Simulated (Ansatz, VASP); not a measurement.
**ZrB in VASP and in Ansatz**

```
Zr B
1.0
     0.00000    2.43014    2.43014
     2.43014    0.00000    2.43014
     2.43014    2.43014    0.00000
Zr B
1 1
Direct
  0.00000 0.00000 0.00000
  0.50000 0.50000 0.50000
```

Alike in both runs: functional PBE; dispersion D3(BJ); k mesh 20 × 20 × 20; occupations gaussian, width 0.1 eV; no spin polarisation.

Ansatz relaxed the structure, and its values are those at the end. VASP's run is a single point on that final structure, the one shown.

```csv
,VASP,Ansatz
version,VASP 6.6.1,Ansatz 0.2.0
potentials or method,"VASP PAW PBE potentials, release 64 (Zr_sv, B), cutoff 520 eV","scalar-relativistic, plane waves, PAW"
valence electrons in the cell,15,15
```

Ansatz gave:

| Property | Result |
| --- | --- |
| gap on the k mesh at the Fermi level (eV) | none |
| pressure (GPa) | 0.0 |

What did VASP give for the same quantities?

gap on the k mesh at the Fermi level (eV): none; pressure (GPa): 0.1.

A gap of «none» marks a metal or a gap that the smearing closes.
